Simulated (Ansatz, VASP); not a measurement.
## Hf in VASP and in Ansatz

```
Hf
1.0
     0.00000    2.22000    2.17560
     2.22000    0.00000    2.17560
     2.22000    2.22000    0.00000
Hf
1
Cartesian
  0.0000 0.0000 0.0000
```

Change from the starting cell: zz strain of -2 %, PAW files.

Alike in both runs: task electric field gradients; functional PBE; k mesh 13 × 13 × 13; occupations fermi-dirac, width 0.03 eV; no spin polarisation.

```csv
,VASP,Ansatz
version,VASP 6.6.1,Ansatz 0.2.0
potentials or method,"VASP PAW PBE potentials, release 64 (Hf_pv)","PAW with Ansatz's default frozen-core files, scalar-relativistic"
plane-wave cutoff (eV),520,420
valence electrons in the cell,10,26
```

VASP gave:

```
pressure (GPa)                                                : 5.2
traceless stress, the component that is largest in VASP (GPa) : 0.31
size of Vzz on the site where it differs most (V/Å²)          : 20.5
```

**Question.** What did Ansatz give for the same quantities?

**Answer.** Pressure (GPa): 5.7; traceless stress, the component that is largest in VASP (GPa): 0.32; size of Vzz on the site where it differs most (V/Å²): 22.8.

VASP's potentials hold 10 valence electrons a cell and Ansatz's 26, so a difference there can come from the potentials and not from the codes.

Neither program's run includes spin-orbit coupling.
